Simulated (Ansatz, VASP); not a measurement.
## One calculation of Sb, two programs

The input INCAR:

```
ALGO = Normal
EDIFF = 1E-6
ENCUT = 520
GGA = PE
ISIF = 2
ISMEAR = 0
LASPH = True
LCHARG = False
LREAL = False
LWAVE = False
NBANDS = 12
NELM = 100
PREC = Accurate
SIGMA = 0.022
```

Contents of KPOINTS:

```
k-points
0
Gamma
  9 9 5
```

The input POSCAR:

```
Sb
1.0
    3.3545324186      0.0000000000      0.0000000000
   -1.6772662093      2.9051102923      0.0000000000
    0.0000000000      0.0000000000      5.4701606500
Sb
2
Direct
    0.6666666667      0.3333333333      0.7500000000
    0.3333333333      0.6666666667      0.2500000000
```

input.yaml

```yaml
crystal:
  lattice:
    - [3.3545324186, 0.0, 0.0]
    - [-1.6772662093, 2.9051102923, 0.0]
    - [0.0, 0.0, 5.47016065]
  atoms:
    - { symbol: Sb, position: [0.6666666667, 0.3333333333, 0.75] }
    - { symbol: Sb, position: [0.3333333333, 0.6666666667, 0.25] }
hamiltonian:
  xc: pbe
  pseudopotentials: { kind: paw }
kpoints:
  mp_grid: { grid: [9, 9, 5] }
scf:
  occupations: { method: gaussian, width: 0.022 }
output:
  forces: true
  stress: true
  eigenvalues: true
```

Alike in both runs: task single point; functional PBE; k mesh 9 × 9 × 5; occupations gaussian, width 0.022 eV; no spin polarisation.

|  | VASP | Ansatz |
| --- | --- | --- |
| version | VASP 6.6.1 | Ansatz 0.2.0 |
| potentials or method | VASP PAW PBE potentials, release 64 (Sb) | Ansatz PAW |
| plane-wave cutoff (eV) | 520 | 420 |
| valence electrons in the cell | 10 | 30 |

Ansatz gave:

```
gap on the k mesh at the Fermi level (eV)                     : none
pressure (GPa)                                                : 1.5
traceless stress, the component that is largest in VASP (GPa) : 0.38
```

Which values does VASP return?

gap on the k mesh at the Fermi level (eV): none; pressure (GPa): 1.3; traceless stress, the component that is largest in VASP (GPa): 0.40.

A gap of «none» marks a metal or a gap that the smearing closes. VASP's potentials hold 10 valence electrons a cell and Ansatz's 30, so a difference there can come from the potentials and not from the codes.

Neither program's run includes spin-orbit coupling.
